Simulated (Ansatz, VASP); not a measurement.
**One calculation of VN, two programs**

```xyz
2
Lattice="0.0000 2.0417 2.0417 2.0417 0.0000 2.0417 2.0417 2.0417 0.0000" Properties=species:S:1:pos:R:3 pbc="T T T"
V     0.0000    0.0000    0.0000
N     2.0417    2.0417    2.0417
```

Alike in both runs: task single point; functional RPBE; dispersion D4; k mesh 10 × 10 × 10; occupations gaussian, width 0.05 eV; collinear spin.

|  | VASP | Ansatz |
| --- | --- | --- |
| version | VASP 6.6.1 | Ansatz 0.2.0 |
| potentials or method | VASP PAW PBE potentials, release 64 (V_sv, N), cutoff 600 eV | scalar-relativistic, plane waves, PAW |
| valence electrons in the cell | 18 | 18 |

Ansatz gave:

| Item | Value |
| --- | --- |
| gap on the k mesh at the Fermi level (eV) | none |
| pressure (GPa) | -6.1 |
| net moment per atom (μB) | 0.00 |

**Question.** What did VASP give for the same quantities?

**Answer.** gap on the k mesh at the Fermi level (eV): none; pressure (GPa): -5.2; net moment per atom (μB): 0.00.

VASP's potentials were made for PBE, not for RPBE. A gap of «none» marks a metal or a gap that the smearing closes. Ansatz's warnings: seeded moment not kept.
